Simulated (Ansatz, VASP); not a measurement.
## TaN in VASP and in Ansatz

```xyz
4
Lattice="3.1078 0.0000 0.0000 -1.5539 2.6914 0.0000 0.0000 0.0000 5.0145" Properties=species:S:1:pos:R:3 pbc="T T T"
Ta    0.0000    0.0000    0.0000
Ta    0.0000    0.0000    2.5072
N     0.0000    1.7943    1.2536
N     1.5539    0.8971    3.7608
```

Change from the starting cell: volume scaled by 1.06.

Alike in both runs: task single point; functional PBE; k mesh 9 × 9 × 5; occupations fermi-dirac, width 0.01 eV; no spin polarisation.

|  | VASP | Ansatz |
| --- | --- | --- |
| version | VASP 6.6.1 | Ansatz 0.2.0 |
| potentials or method | VASP PAW PBE potentials, release 64 (Ta_pv, N), cutoff 520 eV | all-electron LAPW, scalar-relativistic |

|  | VASP | Ansatz | Ansatz less VASP |
| --- | --- | --- | --- |
| pressure (GPa) | 32.6 | 31.4 | -1.19 |
| traceless stress, the component that is largest in VASP (GPa) | 47.40 | 47.09 | -0.312 |

Both programs put the cell under a high pressure, so it lies far from rest at this level. Ansatz ran all-electron here, and VASP with PAW potentials.

Neither program's run includes spin-orbit coupling.
